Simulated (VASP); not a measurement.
# TaN (Cmc2_1) in VASP: further runs

The runs below take TaN through single point, with PBE.

All numbers are computed with VASP 6.6.1; they aren't measurements. Logs are shortened: lines on timing, memory, paths and dates and some standing lists are left out, and cuts for length are marked.

### 1 The cell of the first run

It takes space group Cmc2_1 (No. 36, orthorhombic). The conventional cell has a = 3.152 Å, b = 4.640 Å, c = 7.018 Å, α = 90.00°, β = 90.00°, γ = 90.00°. Ta (site symmetry m) has 4 N at 1.98 to 2.27 Å within 2.6 Å. Within 2.6 Å of N (site symmetry m) lie 4 Ta at 1.98 to 2.27 Å.

### 2 Single point, PBE

The input, INCAR:

```
SYSTEM = TaN
ALGO     = Normal         ! electronic algorithm
EDIFF    = 1E-7           ! SCF threshold, eV
ENCUT    = 520            ! plane-wave cutoff, eV
GGA      = PE             ! functional
ISIF     = 2              ! what is computed and relaxed
ISMEAR   = 0              ! smearing method
LASPH    = .True.         ! aspherical terms in the spheres
LCHARG   = .False.        ! write CHGCAR
LREAL    = .False.        ! projectors in reciprocal space
LWAVE    = .False.        ! write WAVECAR
NBANDS   = 24             ! bands
NELM     = 100            ! most SCF steps
PREC     = Accurate       ! precision mode
SIGMA    = 0.15           ! smearing width, eV
```

The input, KPOINTS:

```
k-points
0
Gamma
  15 15 8
  0 0 0
```

The input, POSCAR:

```
TaN
1.0
    3.1519469579      0.0000000000      0.0000000000
   -1.5759734790      2.3202162164      0.0000000000
    0.0000000000      0.0000000000      7.0180284658
Ta N
2 2
Direct
    0.3333333333      0.6666666667      0.0304880884
    0.6666666667      0.3333333333      0.5304880884
    0.3333333333      0.6666666667      0.3545119116
    0.6666666667      0.3333333333      0.8545119116
```

Potentials or basis: VASP PAW PBE potentials, release 64 (Ta_pv, N).

Command:

```console
> cat potpaw_PBE.64/Ta_pv/POTCAR potpaw_PBE.64/N/POTCAR > POTCAR
> mpirun -np 1 vasp_std > vasp.out
```

OUTCAR:

```text
SYSTEM = TaN
   EDIFF = 1E-7
   ENCUT = 520
   GGA = PE
   ISIF = 2
   ISMEAR = 0
   LASPH = .True.
   LREAL = .False.
   NELM = 100
   PREC = Accurate

 ion  position               nearest neighbor table
   1  0.333  0.667  0.030-   4 1.98   4 2.15   4 2.15   3 2.27
   2  0.667  0.333  0.530-   3 1.98   3 2.15   3 2.15   4 2.27
   3  0.333  0.667  0.355-   2 1.98   2 2.15   2 2.15   1 2.27
   4  0.667  0.333  0.855-   1 1.98   1 2.15   1 2.15   2 2.27

  Warning from LATTYP: Monoclinic adjustment (A1->A3, A2->A1, A3->A2)!
  LATTYP: Found a base centered orthorhombic cell.
 ALAT       =     3.1519469579
 B/A-ratio  =     1.4722431864
 C/A-ratio  =     2.2265693425

  Lattice vectors:

 A1 = (   1.5759734790,  -2.3202162164,   0.0000000000)
 A2 = (   1.5759734789,   2.3202162164,   0.0000000000)
 A3 = (   0.0000000000,   0.0000000000,   7.0180284658)

Analysis of symmetry for initial positions (statically):
=====================================================================
 Subroutine PRICEL returns:
 Original cell was already a primitive cell.

 Routine SETGRP: Setting up the symmetry group for a
 base centered orthorhombic supercell.

 Subroutine GETGRP returns: Found  4 space group operations
 (whereof  2 operations were pure point group operations)
 out of a pool of  8 trial point group operations.

The static configuration has the point symmetry C_1h.
 The point group associated with its full space group is C_2v.

Analysis of symmetry for dynamics (positions and initial velocities):
=====================================================================
 Subroutine PRICEL returns:
 Original cell was already a primitive cell.

 Routine SETGRP: Setting up the symmetry group for a
 base centered orthorhombic supercell.

 Subroutine GETGRP returns: Found  4 space group operations
 (whereof  2 operations were pure point group operations)
 out of a pool of  8 trial point group operations.

The dynamic configuration has the point symmetry C_1h.
 The point group associated with its full space group is C_2v.

 Subroutine INISYM returns: Found  4 space group operations
 (whereof  2 operations are pure point group operations),
 and found     1 'primitive' translations

----------------------------------------------------------------------------------------

                                     Primitive cell

  volume of cell :      51.3242
[... 85 lines left out ...]
   ISTART =      0    job   : 0-new  1-cont  2-samecut
   ICHARG =      2    charge: 1-file 2-atom 10-const
   ISPIN  =      1    spin polarized calculation?
   LNONCOLLINEAR =      F non collinear calculations
   LSORBIT =      F    spin-orbit coupling
   LASPH  =      T    aspherical Exc in radial PAW
   ENCUT  =  520.0 eV  38.22 Ry    6.18 a.u.   5.86  5.22 13.05*2*pi/ulx,y,z
   NELM   =    100;   NELMIN=  2; NELMDL= -5     # of ELM steps
   EDIFF  = 0.1E-06   stopping-criterion for ELM
   LREAL  =      F    real-space projection
   EDIFFG = 0.1E-05   stopping-criterion for IOM
   NSW    =      0    number of steps for IOM
   IBRION =     -1    ionic relax: 0-MD 1-quasi-New 2-CG
   NFREE  =      0    steps in history (QN), initial steepest desc. (CG)
   ISIF   =      2    stress and relaxation
   ISYM   =      2    0-nonsym 1-usesym 2-fastsym
   POTIM  = 0.5000    time-step for ionic-motion
   TEBEG  =    0.0;   TEEND  =   0.0 temperature during run
   PSTRESS=    0.0 pullay stress
   NELECT =      32.0000    total number of electrons
   NUPDOWN=      -1.0000    fix difference up-down
   EMIN   =  10.00;   EMAX   =-10.00  energy-range for DOS
   EFERMI =   0.00;   METHOD = LEGACY
   ISMEAR =     0;   SIGMA  =   0.15  broadening in eV -4-tet -1-fermi 0-gaus
   EFERMI_NEDOS =   21; number of points for ismear=-14 and -15
   IALGO  =     38    algorithm
   IMIX   =      4    mixing-type and parameters
     AMIX     =   0.40;   BMIX     =  1.00
     AMIX_MAG =   1.60;   BMIX_MAG =  1.00
  volume/ion in A,a.u.               =      12.83        86.59
  Fermi-wavevector in a.u.,A,eV,Ry     =   1.398569  2.642913 26.612943  1.955996
  Thomas-Fermi vector in A             =   2.521714
   LORBIT       =      0    0 simple, 1 ext, 2 COOP (PROOUT), +10 PAW based schemes
   GGA     = PE    functional components
   LHFCALC =     F    Hartree Fock is set to
   AEXX    =    0.0000 exact exchange contribution
   IVDW    =     0    specifies the selected vdW correction
   LEPSILON=     F    determine dielectric tensor
   LRPA    =     F    only Hartree local field effects (RPA)
 non-spin polarized calculation
 Gauss-broadening in eV      SIGMA  =   0.15
  energy-cutoff  :      520.00
  volume of cell :       51.32
 maximum number of plane-waves:      1402
   NGX = 11   NGY = 11   NGZ = 27

 number of electron      31.9999998 magnetization

 Free energy of the ion-electron system (eV)
  ---------------------------------------------------
  ext. energy  EPLUGINS =         0.00000000
  ---------------------------------------------------
  free energy    TOTEN  =       -40.94826291 eV

  energy without entropy =      -40.93159010  energy(sigma->0) =      -40.93992650

 E-fermi :   5.8226     XC(G=0): -12.2138

 val. band max:        5.8199876959   @ k =   0.0000   0.2000   0.3750
 cond. band min:       5.8275944010   @ k =   0.0000   0.4667   0.2500
 fundamental gap:      0.0076067051
 Fermi energy:         5.8226052363

 k-point     1 :       0.0000    0.0000    0.0000
  band No.  band energies     occupation
      1     -28.9780      2.00000
      2     -28.8431      2.00000
      3     -28.3749      2.00000
      4     -28.3696      2.00000
      5     -28.1882      2.00000
      6     -28.1822      2.00000
[... 637 lines left out ...]
     23      11.8813      0.00000
     24      12.1393      0.00000

 [... further k-points ...]
[... 5 lines left out ...]
  --------------------------------------------------------------------------------------
  -------------------------------------------------------------------------------------
  Total        2.5275252     17.1344622    -12.2327947     -0.0000000      0.0000000      0.0000000
  in kB       78.9011974    534.8827303   -381.8684566     -0.0000000      0.0000000      0.0000000
  external PRESSURE =      77.3051570 kB  Pullay stress =       0.0000000 kB

 VOLUME and BASIS-vectors are now :
 -----------------------------------------------------------------------------
  energy-cutoff  :      520.00
  volume of cell :       51.32
      direct lattice vectors                 reciprocal lattice vectors
     3.151946958  0.000000000  0.000000000     0.317264222  0.215497158  0.000000000
    -1.575973479  2.320216216  0.000000000     0.000000000  0.430994316  0.000000000
     0.000000000  0.000000000  7.018028466     0.000000000  0.000000000  0.142490160

 POSITION                                       TOTAL-FORCE (eV/Angst)
 -----------------------------------------------------------------------------------
     -0.00000      1.54681      0.21397         0.000000     -0.735723      2.072504
      1.57597      0.77341      3.72298        -0.000000      0.735723      2.072504
     -0.00000      1.54681      2.48797         0.000000     -0.785859     -2.072504
      1.57597      0.77341      5.99699        -0.000000      0.785859     -2.072504
 -----------------------------------------------------------------------------------
    total drift:                               -0.000000      0.000000     -0.000117

  FREE ENERGIE OF THE ION-ELECTRON SYSTEM (eV)
  ---------------------------------------------------
  free  energy   TOTEN  =       -40.9482629085 eV

  energy  without entropy=      -40.9315901003  energy(sigma->0) =      -40.93992650
```

Wall time 3 min (1 thread of AMD EPYC 9R45 (Zen 5), shared host); peak memory 0.41 GiB.

Results:

```
Free energy            : -40.9483 eV
Pressure               : 7.7 GPa
Largest force          : 2.216 eV/Å
Band gap on the k mesh : zero (bands 16 and 17 overlap by 0.61 eV)
```

Forces on the atoms (eV/Å):
```
Ta   0.000 -0.736  2.073
Ta   0.000  0.736  2.073
N    0.000 -0.786 -2.073
N    0.000  0.786 -2.073
```

Stress tensor (GPa, compression positive):
```
  7.89   0.00   0.00
  0.00  53.49   0.00
  0.00   0.00 -38.19
```

Levels at points of the mesh, in eV from the Fermi level:
```csv
k point,band 14,band 15,band 16,band 17,band 18,band 19
"(0.00, 0.00, 0.00)",-2.16,-1.15,-0.15,0.52,1.66,2.67
"(0.00, 0.00, 0.50)",-2.45,-0.44,-0.44,0.99,0.99,2.99
```

Caveat: the cell differs from its parent crystal (strain +e along x and -e along y +0.0750, strain +e along z and -e/2 along x and y +0.1500); the stress differs along the axes, from -38 to 53 GPa; spin-orbit coupling is left out, which moves the levels of the heavy elements; forces of over 1 eV/Å act on the atoms, so gaps and moduli don't describe the material at rest.

### 3 Single point, PBE

This run uses another cell than the first one, of the same volume but with other edges.

The input, INCAR:

```
  ALGO = Normal
  EDIFF = 1E-6
  ENCUT = 520
  GGA = PE
  ISIF = 2
  ISMEAR = 0
  LASPH = T
  LCHARG = F
  LREAL = F
  LWAVE = F
  NBANDS = 24
  NELM = 60
  PREC = Accurate
  SIGMA = 0.15
```

The input, KPOINTS:

```
k-points
0
Gamma
  15 15 8
```

The input, POSCAR:

```
TaN
1.0
    3.6247390016      0.0000000000      0.0000000000
   -1.8123695008      2.7296661369      0.0000000000
    0.0000000000      0.0000000000      5.1872384312
Ta N
2 2
Direct
    0.3333333333      0.6666666667      0.0304880884
    0.6666666667      0.3333333333      0.5304880884
    0.3333333333      0.6666666667      0.3545119116
    0.6666666667      0.3333333333      0.8545119116
```

Potentials or basis: VASP PAW PBE potentials, release 64 (Ta_pv, N).

Command:

```console
> cat potpaw_PBE.64/Ta_pv/POTCAR potpaw_PBE.64/N/POTCAR > POTCAR
> mpirun -np 1 vasp_std > vasp.out
```

Wall time 2.3 min (1 thread of AMD EPYC 9R45 (Zen 5), shared host); peak memory 0.4 GiB.

It converged, with:

- Free energy: -39.9226 eV
- Pressure: 42.8 GPa
- Largest force: 10.285 eV/Å
- Band gap on the k mesh: zero (bands 16 and 17 overlap by 1.58 eV)

Forces in eV/Å, atoms in the order of the input:
```
Ta    0.000  -1.984 -10.092
Ta    0.000   1.984 -10.092
N     0.000  -1.189  10.092
N     0.000   1.189  10.092
```

Stress tensor (GPa, compression positive):
```
-13.73   0.00   0.00
  0.00  12.79   0.00
  0.00   0.00 129.31
```

Levels at points of the mesh, in eV from the Fermi level:
```
           k point  band 12  band 13  band 14  band 15  band 16  band 17  band 18  band 19  band 20  band 21
(0.00, 0.00, 0.00)    -5.83    -5.69    -4.88    -1.55    -1.39    -0.79     0.01     0.94     2.04     3.63
(0.00, 0.00, 0.50)    -6.50    -5.99    -5.99     0.44     0.44     0.65     0.65     1.53     1.53     4.24
```

Caveat: the cell differs from its parent crystal (strain +e along x and -e along y +0.0750, strain +e along z and -e/2 along x and y -0.1500); the stress differs along the axes, from -14 to 129 GPa; spin-orbit coupling is left out, which moves the levels of the heavy elements; forces of over 1 eV/Å act on the atoms, so gaps and moduli don't describe the material at rest.
